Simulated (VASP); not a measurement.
Here is a VASP 6.6.1 calculation.

Contents of INCAR:

```
PREC = Accurate
ENCUT = 520
EDIFF = 1E-7
ISMEAR = 0
SIGMA = 0.05
LREAL = False
LASPH = True
NELM = 60
ALGO = Normal
ISIF = 2
LWAVE = False
LCHARG = False
GGA = CA
NBANDS = 26
```

File KPOINTS:

```
Automatic mesh
0
Gamma
  12 12 4
```

The input POSCAR:

```
GaN
1.0
    3.1178700746      0.0156047923      0.0298906827
   -1.5454208908      2.7244044585     -0.0129735717
    0.0487309816      0.0037118880      5.1359895922
Ga N
2 2
Direct
    0.3317263867      0.6673586641      0.9997314641
    0.6654325898      0.3324321474      0.4997091089
    0.3342027280      0.6691573252      0.3752949015
    0.6686382955      0.3310518633      0.8752645254
```

Potentials or basis: VASP PAW LDA potentials, release 64 (Ga_d, N).

Run with:

```console
$ cat potpaw_LDA.64/Ga_d/POTCAR potpaw_LDA.64/N/POTCAR > POTCAR
$ mpirun -np 1 vasp_std > vasp.out
```

Task: What does it give for the pressure?

Result: 3.3 GPa.

Task: Predict the largest force.

Result: 0.006 eV/Å.

Task: Estimate the band gap on the k mesh.

Result: 2.13 eV.

Stress tensor (GPa, compression positive):
```
 5.08 -1.12 -1.79
-1.12  2.41 -0.17
-1.79 -0.17  2.36
```

Caveat: the cell stands under pressure.
